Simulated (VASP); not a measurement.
Input of a VASP 6.6.1 run:

File INCAR:

```
PREC = Accurate
ENCUT = 600
EDIFF = 1E-6
ISMEAR = 0
SIGMA = 0.1
LREAL = F
LASPH = T
NELM = 80
ALGO = Normal
ISIF = 3
LWAVE = F
LCHARG = F
GGA = PE
IBRION = 2
NSW = 90
EDIFFG = -0.0325
```

KPOINTS

```
Automatic mesh
0
Gamma
  8 8 8
```

POSCAR

```
CdH
1.0
    0.0000000000      2.2499520855      2.2499520855
    2.2499520855      0.0000000000      2.2499520855
    2.2499520855      2.2499520855      0.0000000000
Cd H
1 1
Direct
    0.0000000000      0.0000000000      0.0000000000
    0.5000000000      0.5000000000      0.5000000000
```

Potentials or basis: VASP PAW PBE potentials, release 64 (Cd, H).

The run is started by

```sh
$ cat potpaw_PBE.64/Cd/POTCAR potpaw_PBE.64/H/POTCAR > POTCAR
$ mpirun -np 1 vasp_std > vasp.out
```

Task: What does it give for the relaxed cell?

Result: a = 3.428 Å, b = 3.428 Å, c = 3.428 Å, α = 60.00°, β = 60.00°, γ = 60.00°.

Task: Estimate the space group after relaxing (to 0.05 Å).

Result: Fm-3m (No. 225).

Task: Predict the relaxed volume.

Result: 14.24 Å³/atom.

The path:
```
step  energy change (eV)  largest force (eV/Å)  pressure (GPa)  volume (Å³)
   1              0.0000                0.0000           15.15        22.78
   2             -0.1967                0.0000            3.62        26.52
   3             -0.2171                0.0000            0.71        28.06
   4             -0.2181                0.0000            0.05        28.47
```

Caveat: the volume moved by over 15 % at a fixed basis, so the end points are rough.
